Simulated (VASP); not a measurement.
# Al2O3 (R-3c) in VASP: further runs, part 2 of 3

VASP 6.6.1. Earlier steps stand in the parts before.

## 3. Single point, r2SCAN (uniaxial z strain -2.0%)

The input, POSCAR:

```
Al2O3
1.0
    2.3793614130      1.3737249523      4.2449621088
   -2.3793614130      1.3737249523      4.2449621088
    0.0000000000     -2.7474499046      4.2449621088
Al O
4 6
Direct
    0.8525409847      0.8525409847      0.8525409847
    0.3525409847      0.3525409847      0.3525409847
    0.1474590153      0.1474590153      0.1474590153
    0.6474590153      0.6474590153      0.6474590153
    0.4439801171      0.0560198829      0.7500000000
    0.0560198829      0.7500000000      0.4439801171
    0.5560198829      0.9439801171      0.2500000000
    0.2500000000      0.5560198829      0.9439801171
    0.9439801171      0.2500000000      0.5560198829
    0.7500000000      0.4439801171      0.0560198829
```

The input, INCAR.step1:

```
PREC = Accurate
ENCUT = 520
ISMEAR = 0
SIGMA = 0.01
LREAL = False
LASPH = True
NELM = 80
NBANDS = 35
GGA = PE
ALGO = Normal
EDIFF = 1E-4
LWAVE = True
LCHARG = False
```

The input, INCAR.step2:

```
PREC = Accurate
ENCUT = 520
EDIFF = 1E-6
ISMEAR = 0
SIGMA = 0.01
LREAL = False
LASPH = True
NELM = 80
ALGO = Normal
ISIF = 2
LWAVE = False
LCHARG = False
METAGGA = R2SCAN
LMIXTAU = True
NBANDS = 35
ISTART = 1
```

The input, KPOINTS:

```
Automatic mesh
0
Gamma
  6 6 6
```

Potentials or basis: VASP PAW PBE potentials, release 64 (Al, O).

Launch:

```console
$ cat potpaw_PBE.64/Al/POTCAR potpaw_PBE.64/O/POTCAR > POTCAR
$ cp INCAR.step1 INCAR
$ mpirun -np 1 vasp_std > vasp.out
$ cp INCAR.step2 INCAR
$ mpirun -np 1 vasp_std > vasp.out
```

OUTCAR:

```text
PREC = Accurate
   ENCUT = 520
   EDIFF = 1E-6
   ISMEAR = 0
   LREAL = False
   LASPH = True
   NELM = 80
   ISIF = 2
   METAGGA = R2SCAN
   ISTART = 1

 ion  position               nearest neighbor table
   1  0.853  0.853  0.853-   8 1.85   7 1.85   9 1.85   5 1.96   6 1.96  10 1.96   4 2.61   3 2.79
                             3 2.79   3 2.79   4 3.20   4 3.20   4 3.20
   2  0.353  0.353  0.353-   6 1.85   5 1.85  10 1.85   7 1.96   9 1.96   8 1.96   3 2.61   4 2.79
                             4 2.79   4 2.79   3 3.20   3 3.20   3 3.20
   3  0.147  0.147  0.147-  10 1.85   5 1.85   6 1.85   7 1.96   9 1.96   8 1.96   2 2.61   1 2.79
                             1 2.79   1 2.79   2 3.20   2 3.20   2 3.20
   4  0.647  0.647  0.647-   9 1.85   7 1.85   8 1.85   5 1.96   6 1.96  10 1.96   1 2.61   2 2.79
                             2 2.79   2 2.79   1 3.20   1 3.20   1 3.20
   5  0.444  0.056  0.750-   2 1.85   3 1.85   1 1.96   4 1.96
   6  0.056  0.750  0.444-   2 1.85   3 1.85   1 1.96   4 1.96
   7  0.556  0.944  0.250-   1 1.85   4 1.85   3 1.96   2 1.96
   8  0.250  0.556  0.944-   1 1.85   4 1.85   3 1.96   2 1.96
   9  0.944  0.250  0.556-   4 1.85   1 1.85   3 1.96   2 1.96
[... 1121 lines left out ...]
     34      20.6802      0.00000
     35      20.8736      0.00000

 [... further k-points ...]

------------------------ aborting loop because EDIFF is reached ----------------------------------------

  FORCE on cell =-STRESS in cart. coord.  units (eV):
  Direction    XX          YY          ZZ          XY          YZ          ZX
  --------------------------------------------------------------------------------------
  -------------------------------------------------------------------------------------
  Total        1.1305439      1.1305439      5.1503489      0.0000000      0.0000000      0.0000000
  in kB       21.7576881     21.7576881     99.1201539      0.0000000      0.0000000      0.0000000
  external PRESSURE =      47.5451767 kB  Pullay stress =       0.0000000 kB

 VOLUME and BASIS-vectors are now :
 -----------------------------------------------------------------------------
  energy-cutoff  :      520.00
  volume of cell :       83.25
      direct lattice vectors                 reciprocal lattice vectors
     2.379361413  1.373724952  4.244962109     0.210140417  0.121324626  0.078524454
    -2.379361413  1.373724952  4.244962109    -0.210140417  0.121324626  0.078524454
     0.000000000 -2.747449905  4.244962109     0.000000000 -0.242649253  0.078524454

 POSITION                                       TOTAL-FORCE (eV/Angst)
 -----------------------------------------------------------------------------------
      0.00000      0.00000     10.85701        -0.000000     -0.000000     -0.018397
      0.00000      0.00000      4.48957        -0.000000     -0.000000     -0.018397
      0.00000      0.00000      1.87787        -0.000000     -0.000000      0.018397
      0.00000      0.00000      8.24532        -0.000000     -0.000000      0.018397
      0.92310     -1.37372      5.30620         0.013320     -0.000000      0.000000
     -1.65123     -0.11256      5.30620        -0.006660     -0.011535      0.000000
     -0.92310      1.37372      7.42868        -0.013320     -0.000000      0.000000
     -0.72813     -1.48629      7.42868         0.006660     -0.011535      0.000000
      1.65123      0.11256      7.42868         0.006660      0.011535      0.000000
      0.72813      1.48629      5.30620        -0.006660      0.011535      0.000000
 -----------------------------------------------------------------------------------
    total drift:                               -0.000000     -0.000000     -0.000000

  FREE ENERGIE OF THE ION-ELECTRON SYSTEM (eV)
  ---------------------------------------------------
  free  energy   TOTEN  =       -96.2174361538 eV

  energy  without entropy=      -96.2174361538  energy(sigma->0) =      -96.21743615
```

OUTCAR.step1:

```text
PREC = Accurate
   ENCUT = 520
   ISMEAR = 0
   LREAL = False
   LASPH = True
[... 1171 lines left out ...]
     -0.92310      1.37372      7.42868         0.020534     -0.000000     -0.000000
     -0.72813     -1.48629      7.42868        -0.010267      0.017783     -0.000000
      1.65123      0.11256      7.42868        -0.010267     -0.017783     -0.000000
      0.72813      1.48629      5.30620         0.010267     -0.017783     -0.000000
 -----------------------------------------------------------------------------------
    total drift:                               -0.000000     -0.000000     -0.000000

  FREE ENERGIE OF THE ION-ELECTRON SYSTEM (eV)
  ---------------------------------------------------
  free  energy   TOTEN  =       -74.6193555726 eV

  energy  without entropy=      -74.6193555726  energy(sigma->0) =      -74.61935557
```

OSZICAR.step1:

```text
N       E                     dE             d eps       ncg     rms          rms(c)
DAV:   1     0.227401982487E+03    0.22740E+03   -0.25468E+04  2240   0.131E+03
DAV:   2    -0.702666262299E+02   -0.29767E+03   -0.28708E+03  2839   0.287E+02
DAV:   3    -0.826851619303E+02   -0.12419E+02   -0.12373E+02  2896   0.597E+01
DAV:   4    -0.827778620713E+02   -0.92700E-01   -0.92641E-01  2768   0.596E+00
DAV:   5    -0.827789478341E+02   -0.10858E-02   -0.10856E-02  2826   0.646E-01    0.178E+01
DAV:   6    -0.745609989659E+02    0.82179E+01   -0.28151E+01  2718   0.285E+01    0.604E+00
DAV:   7    -0.745963324118E+02   -0.35333E-01   -0.91830E-01  2677   0.471E+00    0.331E+00
DAV:   8    -0.746151804301E+02   -0.18848E-01   -0.87400E-02  2704   0.224E+00    0.690E-01
DAV:   9    -0.746187681079E+02   -0.35877E-02   -0.22940E-02  2912   0.820E-01    0.322E-01
DAV:  10    -0.746193851223E+02   -0.61701E-03   -0.75201E-04  2485   0.164E-01    0.786E-02
DAV:  11    -0.746193555726E+02    0.29550E-04   -0.34996E-04  2752   0.107E-01
   1 F= -.74619356E+02 E0= -.74619356E+02  d E =-.171689E-81
```

Wall time 8.1 min (1 thread of Intel Xeon 8259CL, shared host); peak memory 0.28 GiB.

What came out:

- Free energy: -96.2174 eV
- Pressure: 4.8 GPa
- Largest force: 0.018 eV/Å
- Band gap on the k mesh: 7.23 eV

Forces on the atoms (eV/Å):
```
Al   0.000  0.000 -0.018
Al   0.000  0.000 -0.018
Al   0.000  0.000  0.018
Al   0.000  0.000  0.018
O    0.013  0.000  0.000
O   -0.007 -0.012  0.000
O   -0.013  0.000  0.000
O    0.007 -0.012  0.000
O    0.007  0.012  0.000
O   -0.007  0.012  0.000
```

Stress tensor (GPa, compression positive):
```
2.18 0.00 0.00
0.00 2.18 0.00
0.00 0.00 9.91
```

Levels at points of the mesh, in eV from the valence-band top:
| k point | band 20 | band 21 | band 22 | band 23 | band 24 | band 25 | band 26 | band 27 | band 28 | band 29 |
| --- | --- | --- | --- | --- | --- | --- | --- | --- | --- | --- |
| (0.00, 0.00, 0.00) | -0.69 | -0.69 | -0.24 | -0.24 | 0.00 | 7.23 | 9.98 | 12.14 | 12.46 | 12.90 |
| (0.50, 0.00, 0.00) | -1.47 | -1.08 | -1.08 | -0.39 | -0.39 | 10.39 | 10.39 | 10.92 | 10.92 | 12.65 |
| (0.50, 0.50, 0.00) | -1.44 | -1.23 | -1.11 | -0.86 | -0.38 | 10.35 | 10.85 | 11.01 | 11.49 | 12.20 |
| (0.50, 0.50, 0.50) | -2.19 | -0.61 | -0.61 | -0.61 | -0.61 | 9.61 | 9.61 | 12.20 | 12.20 | 13.72 |

Caveat: the cell differs from its parent crystal (uniaxial z strain -2.0%); the cell stands under pressure; the PAW data sets were made with another functional, which shifts forces and pressure a little.

## 4. Single point, r2SCAN (uniaxial z strain -1.0%)

The input, POSCAR:

```
Al2O3
1.0
    2.3793614130      1.3737249523      4.2882780487
   -2.3793614130      1.3737249523      4.2882780487
    0.0000000000     -2.7474499046      4.2882780487
Al O
4 6
Direct
    0.8522147566      0.8522147566      0.8522147566
    0.3522147566      0.3522147566      0.3522147566
    0.1477852434      0.1477852434      0.1477852434
    0.6477852434      0.6477852434      0.6477852434
    0.4438049398      0.0561950602      0.7500000000
    0.0561950602      0.7500000000      0.4438049398
    0.5561950602      0.9438049398      0.2500000000
    0.2500000000      0.5561950602      0.9438049398
    0.9438049398      0.2500000000      0.5561950602
    0.7500000000      0.4438049398      0.0561950602
```

The input, INCAR.step1:

```
SYSTEM = Al2O3
PREC = Accurate
ENCUT = 520
ISMEAR = 0
SIGMA = 0.01
LREAL = .False.
LASPH = .True.
NELM = 80
NBANDS = 35
GGA = PE
ALGO = Normal
EDIFF = 1E-4
LWAVE = .True.
LCHARG = .False.
```

The input, INCAR.step2:

```
SYSTEM = Al2O3
PREC = Accurate
ENCUT = 520
EDIFF = 1E-6
ISMEAR = 0
SIGMA = 0.01
LREAL = .False.
LASPH = .True.
NELM = 80
ALGO = Normal
ISIF = 2
LWAVE = .False.
LCHARG = .True.
METAGGA = R2SCAN
LMIXTAU = .True.
LELF = .True.
LVHAR = .True.
NBANDS = 35
ISTART = 1
```

The input, KPOINTS:

```
Automatic mesh
0
Gamma
  6 6 6
  0 0 0
```

Potentials or basis: VASP PAW PBE potentials, release 64 (Al, O).

Launch:

```console
$ cat potpaw_PBE.64/Al/POTCAR potpaw_PBE.64/O/POTCAR > POTCAR
$ cp INCAR.step1 INCAR
$ mpirun -np 1 vasp_std > vasp.out
$ cp INCAR.step2 INCAR
$ mpirun -np 1 vasp_std > vasp.out
```

OUTCAR:

```text
SYSTEM = Al2O3
   PREC = Accurate
   ENCUT = 520
   EDIFF = 1E-6
   ISMEAR = 0
   LREAL = .False.
   LASPH = .True.
   NELM = 80
   ISIF = 2
   METAGGA = R2SCAN
   ISTART = 1

 ion  position               nearest neighbor table
   1  0.852  0.852  0.852-   8 1.85   7 1.85   9 1.85   5 1.96  10 1.96   6 1.96   4 2.63   3 2.79
                             3 2.79   3 2.79   4 3.21   4 3.21   4 3.21
   2  0.352  0.352  0.352-   6 1.85   5 1.85  10 1.85   7 1.96   9 1.96   8 1.96   3 2.63   4 2.79
                             4 2.79   4 2.79   3 3.21   3 3.21   3 3.21
   3  0.148  0.148  0.148-  10 1.85   5 1.85   6 1.85   7 1.96   8 1.96   9 1.96   2 2.63   1 2.79
                             1 2.79   1 2.79   2 3.21   2 3.21   2 3.21
   4  0.648  0.648  0.648-   9 1.85   7 1.85   8 1.85   5 1.96   6 1.96  10 1.96   1 2.63   2 2.79
                             2 2.79   2 2.79   1 3.21   1 3.21   1 3.21
   5  0.444  0.056  0.750-   2 1.85   3 1.85   1 1.96   4 1.96
   6  0.056  0.750  0.444-   2 1.85   3 1.85   4 1.96   1 1.96
   7  0.556  0.944  0.250-   1 1.85   4 1.85   3 1.96   2 1.96
   8  0.250  0.556  0.944-   1 1.85   4 1.85   3 1.96   2 1.96
   9  0.944  0.250  0.556-   4 1.85   1 1.85   2 1.96   3 1.96
  10  0.750  0.444  0.056-   3 1.85   2 1.85   1 1.96   4 1.96

  LATTYP: Found a trigonal (rhomboedric) cell.
 ALAT       =     5.0929175922
 COS(alpha) =     0.5634665517

  Lattice vectors:

 A1 = (   2.3793614130,   1.3737249523,   4.2882780487)
 A2 = (  -2.3793614130,   1.3737249523,   4.2882780487)
 A3 = (   0.0000000000,  -2.7474499046,   4.2882780487)

Analysis of symmetry for initial positions (statically):
=====================================================================
 Subroutine PRICEL returns:
 Original cell was already a primitive cell.

 Routine SETGRP: Setting up the symmetry group for a
 trigonal (rhombohedral) supercell.

 Subroutine GETGRP returns: Found 12 space group operations
 (whereof  6 operations were pure point group operations)
 out of a pool of 12 trial point group operations.

The static configuration has the point symmetry S_6 .
 The point group associated with its full space group is D_3d.

Analysis of symmetry for dynamics (positions and initial velocities):
=====================================================================
 Subroutine PRICEL returns:
 Original cell was already a primitive cell.

 Routine SETGRP: Setting up the symmetry group for a
 trigonal (rhombohedral) supercell.

 Subroutine GETGRP returns: Found 12 space group operations
 (whereof  6 operations were pure point group operations)
 out of a pool of 12 trial point group operations.

The dynamic configuration has the point symmetry S_6 .
 The point group associated with its full space group is D_3d.

 Subroutine INISYM returns: Found 12 space group operations
 (whereof  6 operations are pure point group operations),
 and found     1 'primitive' translations

----------------------------------------------------------------------------------------

                                     Primitive cell

  volume of cell :      84.0997

  direct lattice vectors                    reciprocal lattice vectors
     2.379361413  1.373724952  4.288278049     0.210140417  0.121324626  0.077731278
[... 84 lines left out ...]
   k-points           NKPTS =     32   k-points in BZ     NKDIM =     32   number of bands    NBANDS=     35
   number of dos      NEDOS =    301   number of ions     NIONS =     10
   total plane-waves  NPLWV =  64000
   dimension x,y,z NGX =    40 NGY =   40 NGZ =   40
   dimension x,y,z NGXF=    80 NGYF=   80 NGZF=   80
   ions per type =               4   6
   NGX,Y,Z   is equivalent  to a cutoff of  13.06, 13.06, 13.06 a.u.
   NGXF,Y,Z  is equivalent  to a cutoff of  26.11, 26.11, 26.11 a.u.
 SYSTEM =  Al2O3
   PREC   = accura    normal or accurate (medium, high low for compatibility)
   ISTART =      1    job   : 0-new  1-cont  2-samecut
   ICHARG =      0    charge: 1-file 2-atom 10-const
   ISPIN  =      1    spin polarized calculation?
[... 18 lines left out ...]
   EMIN   =  10.00;   EMAX   =-10.00  energy-range for DOS
   EFERMI =   0.00;   METHOD = LEGACY
   ISMEAR =     0;   SIGMA  =   0.01  broadening in eV -4-tet -1-fermi 0-gaus
   EFERMI_NEDOS =   21; number of points for ismear=-14 and -15
   IALGO  =     38    algorithm
   IMIX   =      4    mixing-type and parameters
     AMIX     =   0.40;   BMIX     =  1.00
     AMIX_MAG =   1.60;   BMIX_MAG =  1.00
  volume/ion in A,a.u.               =       8.41        56.75
  Fermi-wavevector in a.u.,A,eV,Ry     =   1.357971  2.566193 25.090297  1.844085
  Thomas-Fermi vector in A             =   2.484844
   LORBIT       =      0    0 simple, 1 ext, 2 COOP (PROOUT), +10 PAW based schemes
   METAGGA = R2SCAN    functional components
   LHFCALC =     F    Hartree Fock is set to
   AEXX    =    0.0000 exact exchange contribution
   IVDW    =     0    specifies the selected vdW correction
   LEPSILON=     F    determine dielectric tensor
   LRPA    =     F    only Hartree local field effects (RPA)
 non-spin polarized calculation
 Gauss-broadening in eV      SIGMA  =   0.01
  energy-cutoff  :      520.00
  volume of cell :       84.10
 maximum number of plane-waves:      2290
 NGX is ok and might be reduce to    40
   NGX = 19   NGY = 19   NGZ = 19

 number of electron      48.0000009 magnetization

 Free energy of the ion-electron system (eV)
  ---------------------------------------------------
  ext. energy  EPLUGINS =         0.00000000
  ---------------------------------------------------
  free energy    TOTEN  =       -96.25744919 eV

  energy without entropy =      -96.25744919  energy(sigma->0) =      -96.25744919

 E-fermi :   5.9860     XC(G=0): -12.2847

 val. band max:        5.9216729860   @ k =   0.0000   0.0000   0.0000
 cond. band min:      13.1199859791   @ k =   0.0000   0.0000   0.0000
 fundamental gap:      7.1983129931
 Fermi energy:         5.9859817648

 k-point     1 :       0.0000    0.0000    0.0000
  band No.  band energies     occupation
      1     -14.4222      2.00000
      2     -12.0483      2.00000
      3     -11.8225      2.00000
      4     -11.8225      2.00000
      5     -11.5025      2.00000
      6     -11.5025      2.00000
[... 901 lines left out ...]
     34      20.4664      0.00000
     35      20.6608      0.00000

 [... further k-points ...]

------------------------ aborting loop because EDIFF is reached ----------------------------------------

  FORCE on cell =-STRESS in cart. coord.  units (eV):
  Direction    XX          YY          ZZ          XY          YZ          ZX
  --------------------------------------------------------------------------------------
  -------------------------------------------------------------------------------------
  Total        0.4246502      0.4246502      2.4191680      0.0000000     -0.0000000      0.0000000
  in kB        8.0899812      8.0899812     46.0874011      0.0000000     -0.0000000      0.0000000
  external PRESSURE =      20.7557878 kB  Pullay stress =       0.0000000 kB

 VOLUME and BASIS-vectors are now :
 -----------------------------------------------------------------------------
  energy-cutoff  :      520.00
  volume of cell :       84.10
      direct lattice vectors                 reciprocal lattice vectors
     2.379361413  1.373724952  4.288278049     0.210140417  0.121324626  0.077731278
    -2.379361413  1.373724952  4.288278049    -0.210140417  0.121324626  0.077731278
     0.000000000 -2.747449905  4.288278049     0.000000000 -0.242649253  0.077731278

 POSITION                                       TOTAL-FORCE (eV/Angst)
 -----------------------------------------------------------------------------------
      0.00000      0.00000     10.96360         0.000000      0.000000     -0.018162
      0.00000      0.00000      4.53118         0.000000      0.000000     -0.018162
      0.00000      0.00000      1.90123         0.000000      0.000000      0.018162
      0.00000      0.00000      8.33365         0.000000      0.000000      0.018162
      0.92226     -1.37372      5.36035         0.013204      0.000000      0.000000
     -1.65081     -0.11184      5.36035        -0.006602     -0.011435      0.000000
     -0.92226      1.37372      7.50449        -0.013204      0.000000      0.000000
     -0.72855     -1.48557      7.50449         0.006602     -0.011435      0.000000
      1.65081      0.11184      7.50449         0.006602      0.011435      0.000000
      0.72855      1.48557      5.36035        -0.006602      0.011435      0.000000
 -----------------------------------------------------------------------------------
    total drift:                                0.000000      0.000000      0.000000

  FREE ENERGIE OF THE ION-ELECTRON SYSTEM (eV)
  ---------------------------------------------------
  free  energy   TOTEN  =       -96.2574491887 eV

  energy  without entropy=      -96.2574491887  energy(sigma->0) =      -96.25744919
```

It took 8.1 min on 1 thread of Intel Xeon 8259CL, shared host; peak memory 0.29 GiB.

What came out:

```yaml
Free_energy: -96.2574 eV
Pressure: 2.1 GPa
Largest_force: 0.018 eV/Å
Band_gap_on_the_k_mesh: 7.20 eV
```

Forces in eV/Å, atoms in the order of the input:
```
Al   0.000  0.000 -0.018
Al   0.000  0.000 -0.018
Al   0.000  0.000  0.018
Al   0.000  0.000  0.018
O    0.013  0.000  0.000
O   -0.007 -0.011  0.000
O   -0.013  0.000  0.000
O    0.007 -0.011  0.000
O    0.007  0.011  0.000
O   -0.007  0.011  0.000
```

Levels at points of the mesh, in eV from the valence-band top:
| k point | band 22 | band 23 | band 24 | band 25 | band 26 | band 27 |
| --- | --- | --- | --- | --- | --- | --- |
| (0.00, 0.00, 0.00) | -0.14 | -0.14 | 0.00 | 7.20 | 10.05 | 12.04 |
| (0.50, 0.00, 0.00) | -1.01 | -0.34 | -0.34 | 10.42 | 10.42 | 10.81 |
| (0.50, 0.50, 0.00) | -1.02 | -0.82 | -0.32 | 10.47 | 10.89 | 10.90 |
| (0.50, 0.50, 0.50) | -0.50 | -0.50 | -0.50 | 9.62 | 9.62 | 12.19 |

Caveat: the cell differs from its parent crystal (uniaxial z strain -1.0%); the PAW data sets were made with another functional, which shifts forces and pressure a little. A k mesh can miss the band edges.

(Part 2 of 3 ends here.)
